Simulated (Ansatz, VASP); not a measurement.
## Ta: VASP beside Ansatz

```
Ta
1.0
    -1.62321    1.62321    1.62321
     1.62321   -1.62321    1.62321
     1.62321    1.62321   -1.62321
Ta
1
Cartesian
  0.0000 0.0000 0.0000
```

Alike in both runs: task relaxation of cell and atoms; functional LDA; k mesh 18 × 18 × 18; occupations gaussian, width 0.1 eV; no spin polarisation.

|  | VASP | Ansatz |
| --- | --- | --- |
| version | VASP 6.6.1 | Ansatz 0.2.0 |
| potentials or method | VASP PAW LDA potentials, release 64 (Ta_pv), cutoff 600 eV | scalar-relativistic, plane waves, PAW |
| valence electrons in the cell | 11 | 13 |

```tsv
	VASP	Ansatz	Ansatz less VASP
gap on the k mesh at the Fermi level, each at its own relaxed structure (eV)	none	none	-
relaxed volume (Å³/atom)	17.28	17.21	-0.071
relaxed cell length with the largest relative difference (Å)	2.821	2.817	-0.0039
```

LDA's correlation is that of Perdew and Zunger in VASP and of Perdew and Wang (1992) in Ansatz. A gap of «none» marks a metal or a gap that the smearing closes. VASP's potentials hold 11 valence electrons a cell and Ansatz's 13, so a difference there can come from the potentials and not from the codes.

Spin-orbit coupling is off throughout.
